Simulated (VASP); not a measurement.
# WS2 in VASP: a series of runs, part 2 of 2

VASP 6.6.1. Earlier steps stand in the parts before.

## 4. Single point, PBEsol

INCAR reads:

```
PREC     = Accurate       # precision mode
ENCUT    = 520            # plane-wave cutoff, eV
EDIFF    = 1E-6           # SCF threshold, eV
ISMEAR   = 0              # smearing method
SIGMA    = 0.1            # smearing width, eV
LREAL    = F              # projectors in reciprocal space
LASPH    = T              # aspherical terms in the spheres
NELM     = 60             # most SCF steps
ALGO     = Normal         # electronic algorithm
ISIF     = 2              # what is computed and relaxed
LWAVE    = F              # write WAVECAR
LCHARG   = T              # write CHGCAR
GGA      = PS             # functional
LELF     = T              # ELF
LVHAR    = T            
NBANDS   = 20             # bands
```

KPOINTS reads:

```
Automatic mesh
0
Gamma
  10 10 2
```

POSCAR reads:

```
WS2
1.0
    3.1835160000      0.0000000000      0.0000000000
   -1.5917580000      2.7570060000      0.0000000000
    0.0000000000      0.0000000000     16.9505780000
W S
1 2
Direct
    0.3333333333      0.6666666667      0.0000000000
    0.6666666667      0.3333333333      0.9079990000
    0.6666666667      0.3333333333      0.0920010000
```

Potentials or basis: VASP PAW PBE potentials, release 64 (W_sv, S).

Run with:

```sh
$ cat potpaw_PBE.64/W_sv/POTCAR potpaw_PBE.64/S/POTCAR > POTCAR
$ mpirun -np 1 vasp_std > vasp.out
```

OUTCAR:

```text
PREC = Accurate
   ENCUT = 520
   EDIFF = 1E-6
   ISMEAR = 0
   LREAL = F
   LASPH = T
   NELM = 60
   ISIF = 2
   GGA = PS

 ion  position               nearest neighbor table
   1  0.333  0.667  0.000-   2 2.41   3 2.41   2 2.41   3 2.41   2 2.41   3 2.41
   2  0.667  0.333  0.908-   1 2.41   1 2.41   1 2.41
   3  0.667  0.333  0.092-   1 2.41   1 2.41   1 2.41

  LATTYP: Found a hexagonal cell.
 ALAT       =     3.1835160000
 C/A-ratio  =     5.3244833700

  Lattice vectors:

 A1 = (   3.1835160000,   0.0000000000,   0.0000000000)
 A2 = (  -1.5917580000,   2.7570060000,   0.0000000000)
 A3 = (   0.0000000000,   0.0000000000,  16.9505780000)

Analysis of symmetry for initial positions (statically):
=====================================================================
 Subroutine PRICEL returns:
 Original cell was already a primitive cell.

 Routine SETGRP: Setting up the symmetry group for a
 hexagonal supercell.

 Subroutine GETGRP returns: Found 12 space group operations
 (whereof 12 operations were pure point group operations)
 out of a pool of 24 trial point group operations.

The static configuration has the point symmetry D_3h.

Analysis of symmetry for dynamics (positions and initial velocities):
=====================================================================
 Subroutine PRICEL returns:
 Original cell was already a primitive cell.

 Routine SETGRP: Setting up the symmetry group for a
 hexagonal supercell.

 Subroutine GETGRP returns: Found 12 space group operations
 (whereof 12 operations were pure point group operations)
 out of a pool of 24 trial point group operations.

The dynamic configuration has the point symmetry D_3h.

 Subroutine INISYM returns: Found 12 space group operations
 (whereof 12 operations are pure point group operations),
 and found     1 'primitive' translations

----------------------------------------------------------------------------------------

                                     Primitive cell

  volume of cell :     148.7748

  direct lattice vectors                    reciprocal lattice vectors
     3.183516000  0.000000000  0.000000000     0.314118101  0.181356152  0.000000000
    -1.591758000  2.757006000  0.000000000     0.000000000  0.362712305  0.000000000
     0.000000000  0.000000000 16.950578000     0.000000000  0.000000000  0.058995038

  length of vectors
     3.183516000  3.183516234 16.950578000     0.362712331  0.362712305  0.058995038

  position of ions in fractional coordinates (direct lattice)
     0.333333333  0.666666667  0.000000000
     0.666666667  0.333333333  0.907999000
     0.666666667  0.333333333  0.092001000

  ion indices of the primitive-cell ions
   primitive index   ion index
                 1           1
                 2           2
                 3           3

----------------------------------------------------------------------------------------

 KPOINTS: Automatic mesh

Automatic generation of k-mesh.
 Grid dimensions read from file:
 generate k-points for:   10   10    2

 Generating k-lattice:

  Cartesian coordinates                     Fractional coordinates (reciprocal lattice)
     0.031411810  0.018135615  0.000000000     0.100000000  0.000000000  0.000000000
     0.000000000  0.036271230  0.000000000     0.000000000  0.100000000  0.000000000
     0.000000000  0.000000000  0.029497519     0.000000000  0.000000000  0.500000000

  Length of vectors
     0.036271233  0.036271230  0.029497519

  Shift w.r.t. Gamma in fractional coordinates (k-lattice)
     0.000000000  0.000000000  0.000000000

 Subroutine IBZKPT returns following result:
 ===========================================

 Found     28 irreducible k-points:

 Following reciprocal coordinates:
            Coordinates               Weight
  0.000000  0.000000  0.000000      1.000000
  0.100000  0.000000  0.000000      6.000000
  0.200000  0.000000  0.000000      6.000000
  0.300000  0.000000  0.000000      6.000000
  0.400000 -0.000000  0.000000      6.000000
  0.500000  0.000000  0.000000      3.000000
[... 16 lines left out ...]
  0.300000  0.100000  0.500000     12.000000
  0.400000  0.100000  0.500000     12.000000
 [... further k-points ...]
   k-points           NKPTS =     28   k-points in BZ     NKDIM =     28   number of bands    NBANDS=     20
   number of dos      NEDOS =    301   number of ions     NIONS =      3
   total plane-waves  NPLWV =  72576
   dimension x,y,z NGX =    24 NGY =   24 NGZ =  126
   dimension x,y,z NGXF=    48 NGYF=   48 NGZF=  252
   ions per type =               1   2
   NGX,Y,Z   is equivalent  to a cutoff of  12.53, 12.53, 12.36 a.u.
   NGXF,Y,Z  is equivalent  to a cutoff of  25.07, 25.07, 24.72 a.u.
 SYSTEM =  unknown system
   PREC   = accura    normal or accurate (medium, high low for compatibility)
   ISTART =      0    job   : 0-new  1-cont  2-samecut
   ICHARG =      2    charge: 1-file 2-atom 10-const
   ISPIN  =      1    spin polarized calculation?
   LNONCOLLINEAR =      F non collinear calculations
   LSORBIT =      F    spin-orbit coupling
   LASPH  =      T    aspherical Exc in radial PAW
   ENCUT  =  520.0 eV  38.22 Ry    6.18 a.u.   5.92  5.92 31.52*2*pi/ulx,y,z
   NELM   =     60;   NELMIN=  2; NELMDL= -5     # of ELM steps
   EDIFF  = 0.1E-05   stopping-criterion for ELM
   LREAL  =      F    real-space projection
[... 7 lines left out ...]
   TEBEG  =    0.0;   TEEND  =   0.0 temperature during run
   PSTRESS=    0.0 pullay stress
   NELECT =      26.0000    total number of electrons
   NUPDOWN=      -1.0000    fix difference up-down
   EMIN   =  10.00;   EMAX   =-10.00  energy-range for DOS
   EFERMI =   0.00;   METHOD = LEGACY
   ISMEAR =     0;   SIGMA  =   0.10  broadening in eV -4-tet -1-fermi 0-gaus
   EFERMI_NEDOS =   21; number of points for ismear=-14 and -15
   IALGO  =     38    algorithm
   IMIX   =      4    mixing-type and parameters
     AMIX     =   0.40;   BMIX     =  1.00
     AMIX_MAG =   1.60;   BMIX_MAG =  1.00
  volume/ion in A,a.u.               =      49.59       334.66
  Fermi-wavevector in a.u.,A,eV,Ry     =   0.915285  1.729637 11.398227  0.837746
  Thomas-Fermi vector in A             =   2.040009
   LORBIT       =      0    0 simple, 1 ext, 2 COOP (PROOUT), +10 PAW based schemes
   GGA     = PS    functional components
   LHFCALC =     F    Hartree Fock is set to
   AEXX    =    0.0000 exact exchange contribution
   IVDW    =     0    specifies the selected vdW correction
   LEPSILON=     F    determine dielectric tensor
   LRPA    =     F    only Hartree local field effects (RPA)
 non-spin polarized calculation
 Gauss-broadening in eV      SIGMA  =   0.10
  energy-cutoff  :      520.00
  volume of cell :      148.77
 maximum number of plane-waves:      4035
 NGX is ok and might be reduce to    24
   NGX = 11   NGY = 11   NGZ = 63

 number of electron      25.9999999 magnetization

 Free energy of the ion-electron system (eV)
  ---------------------------------------------------
  ext. energy  EPLUGINS =         0.00000000
  ---------------------------------------------------
  free energy    TOTEN  =       -25.23550548 eV

  energy without entropy =      -25.23550548  energy(sigma->0) =      -25.23550548

 E-fermi :  -0.6424     XC(G=0):  -4.5508

 val. band max:       -1.2802454706   @ k =   0.0000   0.0000   0.5000
 cond. band min:       0.7138750889   @ k =   0.3000   0.3000   0.0000
 fundamental gap:      1.9941205596
 Fermi energy:        -0.6424339022

 k-point     1 :       0.0000    0.0000    0.0000
  band No.  band energies     occupation
      1     -75.2329      2.00000
      2     -39.4785      2.00000
      3     -39.3261      2.00000
      4     -39.3261      2.00000
      5     -16.0318      2.00000
      6     -14.3481      2.00000
[... 12 lines left out ...]
     19       4.3061      0.00000
     20       4.3254      0.00000

 k-point     2 :       0.1000    0.0000    0.0000
  band No.  band energies     occupation
      1     -75.2313      2.00000
      2     -39.4726      2.00000
      3     -39.3588      2.00000
      4     -39.3337      2.00000
      5     -15.8663      2.00000
      6     -14.2887      2.00000
[... 12 lines left out ...]
     19       4.5211      0.00000
     20       4.8159      0.00000
[... 465 lines left out ...]
      3     -39.4273      2.00000
      4     -39.4057      2.00000
      5     -14.3605      2.00000
      6     -13.7566      2.00000
[... 12 lines left out ...]
     19       6.2892      0.00000
     20       6.3056      0.00000

 k-point    24 :       0.4000    0.1000    0.5000
  band No.  band energies     occupation
      1     -75.2161      2.00000
      2     -39.6431      2.00000
      3     -39.4230      2.00000
      4     -39.4165      2.00000
      5     -13.8992      2.00000
      6     -13.6031      2.00000
[... 12 lines left out ...]
     19       6.8905      0.00000
     20       6.9569      0.00000

 [... further k-points ...]
[... 5 lines left out ...]
  --------------------------------------------------------------------------------------
  -------------------------------------------------------------------------------------
  Total       -1.2729931     -1.2729933     -0.3535044      0.0000000      0.0000000      0.0000000
  in kB      -13.7090502    -13.7090529     -3.8069407      0.0000000      0.0000000      0.0000000
  external PRESSURE =     -10.4083479 kB  Pullay stress =       0.0000000 kB

 VOLUME and BASIS-vectors are now :
 -----------------------------------------------------------------------------
  energy-cutoff  :      520.00
  volume of cell :      148.77
      direct lattice vectors                 reciprocal lattice vectors
     3.183516000  0.000000000  0.000000000     0.314118101  0.181356152  0.000000000
    -1.591758000  2.757006000  0.000000000     0.000000000  0.362712305  0.000000000
     0.000000000  0.000000000 16.950578000     0.000000000  0.000000000  0.058995038

 POSITION                                       TOTAL-FORCE (eV/Angst)
 -----------------------------------------------------------------------------------
     -0.00000      1.83800      0.00000         0.000000      0.000000      0.000000
      1.59176      0.91900     15.39111         0.000000     -0.000000      0.104262
      1.59176      0.91900      1.55947        -0.000000     -0.000000     -0.104262
 -----------------------------------------------------------------------------------
    total drift:                                0.000000      0.000003     -0.000000

  FREE ENERGIE OF THE ION-ELECTRON SYSTEM (eV)
  ---------------------------------------------------
  free  energy   TOTEN  =       -25.2355054801 eV

  energy  without entropy=      -25.2355054801  energy(sigma->0) =      -25.23550548
```

Run time: 2.5 min. Hardware: 1 thread of Intel Xeon 8259CL, shared host; peak memory 0.28 GiB.

What came out:

- Free energy: -25.2355 eV
- Largest force: 0.104 eV/Å
- Band gap on the k mesh: 1.99 eV, indirect (least direct gap 2.15 eV)

Forces on the atoms (eV/Å):
```
W    0.000  0.000  0.000
S    0.000  0.000  0.104
S    0.000  0.000 -0.104
```

Caveat: the PAW data sets were made with another functional, which shifts forces and pressure a little; spin-orbit coupling is left out, which moves the levels of the heavy elements.

## 5. Overview

| k mesh | gap on the mesh (eV) | largest force (eV/Å) |
| --- | --- | --- |
| 6 × 6 × 1 | 1.79 | 0.10 |
| 8 × 8 × 2 | 2.07 | 0.10 |
| 10 × 10 × 2 | 1.99 | 0.10 |

Alike in all rows: task single point; level PBEsol; potentials or basis VASP PAW PBE potentials, release 64 (W_sv, S); no spin polarisation; cell as given; cutoff (eV) 520; smearing gaussian 0.1 eV.

On the cell as given the gap runs from 1.79 eV (PBEsol) to 2.07 eV (PBEsol); the meshes differ, which moves gaps too.

Caveats: the PAW data sets were made with another functional, which shifts forces and pressure a little; spin-orbit coupling is left out, which moves the levels of the heavy elements.

Total energies depend on the potentials used, so only differences within one code and one set of settings carry meaning.
